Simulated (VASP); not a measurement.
Runs of VASP 6.6.1 on Fe. The structure is that of space group Fd-3m (No. 227), or close to it. The cells are those of the table. 

```csv
task,cell,k mesh,cutoff (eV),gap on the mesh (eV),pressure (GPa)
single point,"a = 3.602 Å, angles 60.0°, 2 atoms",13 × 13 × 13,520,none,-13.3
single point,"a = 3.422 Å, angles 60.0°, 2 atoms",13 × 13 × 13,520,none,4.8
single point,"a = 3.469 Å, angles 60.0°, 2 atoms",11 × 11 × 11,600,none,-1.4
single point,"a = 3.374 Å, angles 60.0°, 2 atoms",13 × 13 × 13,520,none,(a)
relaxation of cell and atoms,"relaxed from a = 3.556 Å, angles 60.0°, 2 atoms",11 × 11 × 11,600,none,-0.1
```

Alike in all rows: level revPBE; potentials or basis VASP PAW PBE potentials, release 64 (Fe); no spin polarisation; smearing fermi-dirac 0.1 eV.

**Question.** Fill in the values left out.

**Answer.** (a) 12.4.

Caveats: the PAW data sets were made with another functional, which shifts forces and pressure a little; the run has no spin polarisation, though such a crystal can be magnetic.

A gap of «none» marks levels without a gap at the run's occupations.
